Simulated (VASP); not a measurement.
# PdWSe3 (Pm-3m) in VASP: a series of runs

The runs below take PdWSe3 through single point, relaxation of cell and atoms, with PBE.

Program: VASP 6.6.1. These are calculated values, not measurements. Logs are shortened: lines on timing, memory, paths and dates and some standing lists are left out, and cuts for length are marked.

**1. The cell of the first run**

It takes space group Pm-3m (No. 221, cubic). The conventional cell has a = 4.719 Å, b = 4.719 Å, c = 4.719 Å, α = 90.00°, β = 90.00°, γ = 90.00°. Within 4.4 Å of Pd (site symmetry m-3m) lie 12 Se at 3.34 Å and 8 W at 4.09 Å. W (site symmetry m-3m) has 6 Se at 2.36 Å within 3.1 Å. Within 3.1 Å of Se (site symmetry 4/mmm) lie 2 W at 2.36 Å.

**2. Single point, PBE**

INCAR

```
PREC     = Accurate       # precision mode
ENCUT    = 520            # plane-wave cutoff, eV
EDIFF    = 1E-6           # SCF threshold, eV
ISMEAR   = 0              # smearing method
SIGMA    = 0.1            # smearing width, eV
LREAL    = False          # projectors in reciprocal space
LASPH    = True           # aspherical terms in the spheres
NELM     = 60             # most SCF steps
ALGO     = Normal         # electronic algorithm
ISIF     = 2              # what is computed and relaxed
LWAVE    = False          # write WAVECAR
LCHARG   = False          # write CHGCAR
GGA      = PE             # functional
NBANDS   = 29             # bands
```

KPOINTS

```
Automatic mesh
0
Gamma
  4 4 4
```

POSCAR

```
PdWSe3
1.0
    4.7185288900      0.0000000000      0.0000000000
    0.0000000000      4.7185288900      0.0000000000
    0.0000000000      0.0000000000      4.7185288900
Pd W Se
1 1 3
Direct
    0.5000000000      0.5000000000      0.5000000000
    0.0000000000      0.0000000000      0.0000000000
    0.5000000000      0.0000000000      0.0000000000
    0.0000000000      0.5000000000      0.0000000000
    0.0000000000      0.0000000000      0.5000000000
```

Potentials or basis: VASP PAW PBE potentials, release 64 (Pd, W_sv, Se).

Launch:

```console
$ cat potpaw_PBE.64/Pd/POTCAR potpaw_PBE.64/W_sv/POTCAR potpaw_PBE.64/Se/POTCAR > POTCAR
$ mpirun -np 1 vasp_std > vasp.out
```

OUTCAR:

```text
PREC = Accurate
   ENCUT = 520
   EDIFF = 1E-6
   ISMEAR = 0
   LREAL = False
   LASPH = True
   NELM = 60
   ISIF = 2
   GGA = PE

 ion  position               nearest neighbor table
   1  0.500  0.500  0.500-
   2  0.000  0.000  0.000-   3 2.36   4 2.36   5 2.36   5 2.36   4 2.36   3 2.36
   3  0.500  0.000  0.000-   2 2.36   2 2.36
   4  0.000  0.500  0.000-   2 2.36   2 2.36
   5  0.000  0.000  0.500-   2 2.36   2 2.36

  LATTYP: Found a simple cubic cell.
 ALAT       =     4.7185288900

  Lattice vectors:

 A1 = (   4.7185288900,   0.0000000000,   0.0000000000)
 A2 = (   0.0000000000,   4.7185288900,   0.0000000000)
 A3 = (   0.0000000000,   0.0000000000,   4.7185288900)

Analysis of symmetry for initial positions (statically):
=====================================================================
 Subroutine PRICEL returns:
 Original cell was already a primitive cell.

 Routine SETGRP: Setting up the symmetry group for a
 simple cubic supercell.

 Subroutine GETGRP returns: Found 48 space group operations
 (whereof 48 operations were pure point group operations)
 out of a pool of 48 trial point group operations.

The static configuration has the point symmetry O_h .

Analysis of symmetry for dynamics (positions and initial velocities):
=====================================================================
 Subroutine PRICEL returns:
 Original cell was already a primitive cell.

 Routine SETGRP: Setting up the symmetry group for a
 simple cubic supercell.

 Subroutine GETGRP returns: Found 48 space group operations
 (whereof 48 operations were pure point group operations)
 out of a pool of 48 trial point group operations.

The dynamic configuration has the point symmetry O_h .

 Subroutine INISYM returns: Found 48 space group operations
 (whereof 48 operations are pure point group operations),
 and found     1 'primitive' translations

----------------------------------------------------------------------------------------

                                     Primitive cell

  volume of cell :     105.0558

  direct lattice vectors                    reciprocal lattice vectors
     4.718528890  0.000000000  0.000000000     0.211930460  0.000000000  0.000000000
     0.000000000  4.718528890  0.000000000     0.000000000  0.211930460  0.000000000
     0.000000000  0.000000000  4.718528890     0.000000000  0.000000000  0.211930460

  length of vectors
     4.718528890  4.718528890  4.718528890     0.211930460  0.211930460  0.211930460

  position of ions in fractional coordinates (direct lattice)
     0.500000000  0.500000000  0.500000000
     0.000000000  0.000000000  0.000000000
     0.500000000  0.000000000  0.000000000
     0.000000000  0.500000000  0.000000000
     0.000000000  0.000000000  0.500000000

  ion indices of the primitive-cell ions
   primitive index   ion index
                 1           1
                 2           2
                 3           3
                 4           4
                 5           5

----------------------------------------------------------------------------------------

 KPOINTS: Automatic mesh

Automatic generation of k-mesh.
 Grid dimensions read from file:
 generate k-points for:    4    4    4

 Generating k-lattice:

  Cartesian coordinates                     Fractional coordinates (reciprocal lattice)
     0.052982615  0.000000000  0.000000000     0.250000000  0.000000000  0.000000000
     0.000000000  0.052982615  0.000000000     0.000000000  0.250000000  0.000000000
     0.000000000  0.000000000  0.052982615     0.000000000  0.000000000  0.250000000

  Length of vectors
     0.052982615  0.052982615  0.052982615

  Shift w.r.t. Gamma in fractional coordinates (k-lattice)
     0.000000000  0.000000000  0.000000000

 Subroutine IBZKPT returns following result:
 ===========================================

 Found     10 irreducible k-points:

 Following reciprocal coordinates:
            Coordinates               Weight
  0.000000  0.000000  0.000000      1.000000
  0.250000  0.000000  0.000000      6.000000
  0.500000  0.000000  0.000000      3.000000
  0.250000  0.250000  0.000000     12.000000
  0.500000  0.250000  0.000000     12.000000
  0.500000  0.500000  0.000000      3.000000
  0.250000  0.250000  0.250000      8.000000
  0.500000  0.250000  0.250000     12.000000
  0.500000  0.500000  0.250000      6.000000
  0.500000  0.500000  0.500000      1.000000
   k-points           NKPTS =     10   k-points in BZ     NKDIM =     10   number of bands    NBANDS=     29
   number of dos      NEDOS =    301   number of ions     NIONS =      5
   total plane-waves  NPLWV =  46656
   dimension x,y,z NGX =    36 NGY =   36 NGZ =   36
   dimension x,y,z NGXF=    72 NGYF=   72 NGZF=   72
   ions per type =               1   1   3
   NGX,Y,Z   is equivalent  to a cutoff of  12.68, 12.68, 12.68 a.u.
   NGXF,Y,Z  is equivalent  to a cutoff of  25.37, 25.37, 25.37 a.u.
 SYSTEM =  unknown system
   PREC   = accura    normal or accurate (medium, high low for compatibility)
   ISTART =      0    job   : 0-new  1-cont  2-samecut
   ICHARG =      2    charge: 1-file 2-atom 10-const
   ISPIN  =      1    spin polarized calculation?
   LNONCOLLINEAR =      F non collinear calculations
   LSORBIT =      F    spin-orbit coupling
   LASPH  =      T    aspherical Exc in radial PAW
   ENCUT  =  520.0 eV  38.22 Ry    6.18 a.u.   8.77  8.77  8.77*2*pi/ulx,y,z
   NELM   =     60;   NELMIN=  2; NELMDL= -5     # of ELM steps
   EDIFF  = 0.1E-05   stopping-criterion for ELM
   LREAL  =      F    real-space projection
   EDIFFG = 0.1E-04   stopping-criterion for IOM
   NSW    =      0    number of steps for IOM
   IBRION =     -1    ionic relax: 0-MD 1-quasi-New 2-CG
   NFREE  =      0    steps in history (QN), initial steepest desc. (CG)
   ISIF   =      2    stress and relaxation
   ISYM   =      2    0-nonsym 1-usesym 2-fastsym
   POTIM  = 0.5000    time-step for ionic-motion
   TEBEG  =    0.0;   TEEND  =   0.0 temperature during run
   PSTRESS=    0.0 pullay stress
   NELECT =      42.0000    total number of electrons
   NUPDOWN=      -1.0000    fix difference up-down
   EMIN   =  10.00;   EMAX   =-10.00  energy-range for DOS
   EFERMI =   0.00;   METHOD = LEGACY
   ISMEAR =     0;   SIGMA  =   0.10  broadening in eV -4-tet -1-fermi 0-gaus
   EFERMI_NEDOS =   21; number of points for ismear=-14 and -15
   IALGO  =     38    algorithm
   IMIX   =      4    mixing-type and parameters
     AMIX     =   0.40;   BMIX     =  1.00
     AMIX_MAG =   1.60;   BMIX_MAG =  1.00
  volume/ion in A,a.u.               =      21.01       141.79
  Fermi-wavevector in a.u.,A,eV,Ry     =   1.206011  2.279031 19.789168  1.454463
  Thomas-Fermi vector in A             =   2.341691
   LORBIT       =      0    0 simple, 1 ext, 2 COOP (PROOUT), +10 PAW based schemes
   GGA     = PE    functional components
   LHFCALC =     F    Hartree Fock is set to
   AEXX    =    0.0000 exact exchange contribution
   IVDW    =     0    specifies the selected vdW correction
   LEPSILON=     F    determine dielectric tensor
   LRPA    =     F    only Hartree local field effects (RPA)
 non-spin polarized calculation
 Gauss-broadening in eV      SIGMA  =   0.10
  energy-cutoff  :      520.00
  volume of cell :      105.06
 maximum number of plane-waves:      2872
 NGX is ok and might be reduce to    36
   NGX = 17   NGY = 17   NGZ = 17

 number of electron      42.0000007 magnetization

 Free energy of the ion-electron system (eV)
  ---------------------------------------------------
  ext. energy  EPLUGINS =         0.00000000
  ---------------------------------------------------
  free energy    TOTEN  =       -25.45763282 eV

  energy without entropy =      -25.43855209  energy(sigma->0) =      -25.44809245

 E-fermi :   5.7359     XC(G=0): -10.5624

 val. band max:        5.6703904482   @ k =   0.5000   0.2500   0.0000
 cond. band min:       5.7728120278   @ k =   0.5000   0.0000   0.0000
 fundamental gap:      0.1024215796
 Fermi energy:         5.7359394919

 k-point     1 :       0.0000    0.0000    0.0000
  band No.  band energies     occupation
      1     -69.1743      2.00000
      2     -33.5274      2.00000
      3     -33.5274      2.00000
      4     -33.5274      2.00000
      5      -9.4795      2.00000
      6      -7.6159      2.00000
[... 21 lines left out ...]
     28      10.5678      0.00000
     29      12.3462      0.00000

 k-point     2 :       0.2500    0.0000    0.0000
  band No.  band energies     occupation
      1     -69.1744      2.00000
      2     -33.5282      2.00000
      3     -33.5272      2.00000
      4     -33.5272      2.00000
      5      -9.2201      2.00000
      6      -7.5960      2.00000
[... 21 lines left out ...]
     28      11.6286      0.00000
     29      12.8213      0.00000

 k-point     3 :       0.5000    0.0000    0.0000
  band No.  band energies     occupation
      1     -69.1745      2.00000
      2     -33.5290      2.00000
      3     -33.5269      2.00000
      4     -33.5269      2.00000
      5      -8.9248      2.00000
      6      -7.5758      2.00000
[... 21 lines left out ...]
     28      10.3782      0.00000
     29      12.4161      0.00000

 k-point     4 :       0.2500    0.2500    0.0000
  band No.  band energies     occupation
      1     -69.1745      2.00000
      2     -33.5279      2.00000
      3     -33.5279      2.00000
      4     -33.5269      2.00000
      5      -8.9436      2.00000
      6      -7.5626      2.00000
[... 149 lines left out ...]
     28      12.1649      0.00000
     29      12.5708      0.00000

 k-point     9 :       0.5000    0.5000    0.2500
  band No.  band energies     occupation
      1     -69.1748      2.00000
      2     -33.5281      2.00000
      3     -33.5281      2.00000
      4     -33.5271      2.00000
      5      -7.9016      2.00000
      6      -7.4123      2.00000
[... 21 lines left out ...]
     28      13.0138      0.00000
     29      13.1186      0.00000

 k-point    10 :       0.5000    0.5000    0.5000
  band No.  band energies     occupation
      1     -69.1749      2.00000
      2     -33.5279      2.00000
      3     -33.5279      2.00000
      4     -33.5279      2.00000
      5      -7.3794      2.00000
      6      -7.3794      2.00000
[... 21 lines left out ...]
     28      12.3698      0.00000
     29      14.7228      0.00000

------------------------ aborting loop because EDIFF is reached ----------------------------------------

  FORCE on cell =-STRESS in cart. coord.  units (eV):
  Direction    XX          YY          ZZ          XY          YZ          ZX
  --------------------------------------------------------------------------------------
  -------------------------------------------------------------------------------------
  Total        9.0056660      9.0056660      9.0056660     -0.0000000     -0.0000000      0.0000000
  in kB      137.3430104    137.3430104    137.3430104     -0.0000000     -0.0000000      0.0000000
  external PRESSURE =     137.3430104 kB  Pullay stress =       0.0000000 kB

 VOLUME and BASIS-vectors are now :
 -----------------------------------------------------------------------------
  energy-cutoff  :      520.00
  volume of cell :      105.06
      direct lattice vectors                 reciprocal lattice vectors
     4.718528890  0.000000000  0.000000000     0.211930460  0.000000000  0.000000000
     0.000000000  4.718528890  0.000000000     0.000000000  0.211930460  0.000000000
     0.000000000  0.000000000  4.718528890     0.000000000  0.000000000  0.211930460

 POSITION                                       TOTAL-FORCE (eV/Angst)
 -----------------------------------------------------------------------------------
      2.35926      2.35926      2.35926         0.000000      0.000000      0.000000
      0.00000      0.00000      0.00000         0.000000      0.000000      0.000000
      2.35926      0.00000      0.00000         0.000000      0.000000      0.000000
      0.00000      2.35926      0.00000         0.000000      0.000000      0.000000
      0.00000      0.00000      2.35926         0.000000      0.000000      0.000000
 -----------------------------------------------------------------------------------
    total drift:                                0.000000      0.000000      0.000000

  FREE ENERGIE OF THE ION-ELECTRON SYSTEM (eV)
  ---------------------------------------------------
  free  energy   TOTEN  =       -25.4576328198 eV

  energy  without entropy=      -25.4385520872  energy(sigma->0) =      -25.44809245
```

Run time: 25 s. Hardware: 1 thread of Intel Xeon Platinum 8488C (Sapphire Rapids), shared host; peak memory 0.22 GiB.

What came out:

| Quantity | Value |
| --- | --- |
| Free energy | -25.4576 eV |
| Pressure | 13.7 GPa |
| Band gap on the k mesh | zero (band 21 reaches 6.40 eV, above the bottom of band 22 at 5.11 eV) |

Caveat: spin-orbit coupling is left out, which moves the levels of the heavy elements.

**3. Single point, PBE**

This run uses another cell than the first one, of 23.82 Å³/atom, 1.133 times its volume.

INCAR

```
PREC = Accurate
ENCUT = 520
EDIFF = 1E-6
ISMEAR = 0
SIGMA = 0.1
LREAL = F
LASPH = T
NELM = 80
ALGO = Normal
ISIF = 2
LWAVE = F
LCHARG = T
GGA = PE
LELF = T
LVHAR = T
NBANDS = 29
```

KPOINTS

```
regular mesh
0
Gamma
  4 4 4
```

POSCAR, as its differences from that of step 2:

```diff
@@ -2,5 +2,5 @@
 1.0
-    4.7185288900      0.0000000000      0.0000000000
-    0.0000000000      4.7185288900      0.0000000000
-    0.0000000000      0.0000000000      4.7185288900
+    4.9197402077      0.0000000000      0.0000000000
+    0.0000000000      4.9197402077      0.0000000000
+    0.0000000000      0.0000000000      4.9197402077
 Pd W Se
```

Potentials or basis: VASP PAW PBE potentials, release 64 (Pd, W_sv, Se).

Launch:

```console
$ cat potpaw_PBE.64/Pd/POTCAR potpaw_PBE.64/W_sv/POTCAR potpaw_PBE.64/Se/POTCAR > POTCAR
$ mpirun -np 1 vasp_std > vasp.out
```

Run time: 36 s. Hardware: 1 thread of Intel Xeon Platinum 8488C (Sapphire Rapids), shared host; peak memory 0.26 GiB.

It converged, with:

```
Free energy            : -25.9812 eV
Pressure               : -0.2 GPa
Band gap on the k mesh : zero (band 21 reaches 4.87 eV, above the bottom of band 22 at 3.69 eV)
```

Levels at points of the mesh, in eV from the Fermi level:
```tsv
k point	band 19	band 20	band 21	band 22	band 23	band 24
(0.00, 0.00, 0.00)	-0.71	-0.71	-0.71	-0.70	-0.70	-0.70
(0.50, 0.00, 0.00)	-0.78	-0.11	0.00	0.00	0.64	1.33
(0.50, 0.50, 0.00)	-0.63	-0.63	0.47	0.82	1.18	1.58
(0.50, 0.50, 0.50)	0.21	0.21	0.21	0.56	1.27	1.27
```

Caveat: spin-orbit coupling is left out, which moves the levels of the heavy elements.

**4. Single point, PBE**

This run uses another cell than the first one, of 23.73 Å³/atom, 1.129 times its volume.

INCAR

```
ALGO = Normal ; EDIFF = 1E-6
ENCUT = 520 ; GGA = PE
ISIF = 2 ; ISMEAR = 0
LASPH = T ; LCHARG = T
LELF = T ; LREAL = F
LVHAR = T ; LWAVE = F
NBANDS = 29 ; NELM = 80
PREC = Accurate ; SIGMA = 0.1
```

KPOINTS

```
k-points
0
Gamma
  8 8 8
```

POSCAR, as its differences from that of step 3:

```diff
@@ -2,5 +2,5 @@
 1.0
-    4.9197402077      0.0000000000      0.0000000000
-    0.0000000000      4.9197402077      0.0000000000
-    0.0000000000      0.0000000000      4.9197402077
+    4.9136637195      0.0000000000      0.0000000000
+    0.0000000000      4.9136637195      0.0000000000
+    0.0000000000      0.0000000000      4.9136637195
 Pd W Se
```

Launch:

```console
$ cat potpaw_PBE.64/Pd/POTCAR potpaw_PBE.64/W_sv/POTCAR potpaw_PBE.64/Se/POTCAR > POTCAR
$ mpirun -np 1 vasp_std > vasp.out
```

It took 2 min on 1 thread of Intel Xeon Platinum 8488C (Sapphire Rapids), shared host; peak memory 0.32 GiB.

The run converged. Its results:

```
Free energy            : -26.0257 eV
Pressure               : 0.1 GPa
Band gap on the k mesh : zero (band 21 reaches 4.91 eV, above the bottom of band 22 at 3.71 eV)
```

Levels at points of the mesh, in eV from the Fermi level:
| k point | band 17 | band 18 | band 19 | band 20 | band 21 | band 22 | band 23 | band 24 | band 25 | band 26 |
| --- | --- | --- | --- | --- | --- | --- | --- | --- | --- | --- |
| (0.00, 0.00, 0.00) | -1.04 | -1.04 | -0.74 | -0.74 | -0.74 | -0.74 | -0.74 | -0.74 | 0.36 | 0.73 |
| (0.50, 0.00, 0.00) | -1.41 | -0.93 | -0.84 | -0.15 | -0.04 | -0.04 | 0.68 | 1.35 | 1.35 | 1.75 |
| (0.50, 0.50, 0.00) | -0.88 | -0.84 | -0.67 | -0.67 | 0.44 | 0.83 | 1.23 | 1.59 | 1.59 | 3.48 |
| (0.50, 0.50, 0.50) | -0.80 | -0.80 | 0.17 | 0.17 | 0.17 | 0.50 | 1.29 | 1.29 | 1.29 | 6.21 |

Caveat: spin-orbit coupling is left out, which moves the levels of the heavy elements.

(Continued in part 2 of 2.)
